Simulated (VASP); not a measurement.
ZnS:

```
Zn S
1.0
     0.00000    2.70200    2.70200
     2.70200    0.00000    2.70200
     2.70200    2.70200    0.00000
Zn S
1 1
Cartesian
  1.3510 1.3510 1.3510
  0.0000 0.0000 0.0000
```

Base run:

- Program: VASP 6.6.1
- Functional: BLYP
- Potentials or basis: VASP PAW PBE potentials, release 64 (Zn, S)
- Cutoff: 520 eV
- k mesh: 6 × 6 × 6
- Occupations: gaussian, width 0.01 eV
- Spin: no spin polarisation

Its results: band gap on the k mesh 2.12 eV, direct; pressure 5.5 GPa.

Problem. The run is repeated on the same cell with these changes: functional from BLYP to revPBE. What comes out?

Solution. Band gap on the k mesh 2.24 eV, direct; pressure 3.6 GPa.

Caveats: the PAW data sets were made with another functional, which shifts forces and pressure a little.

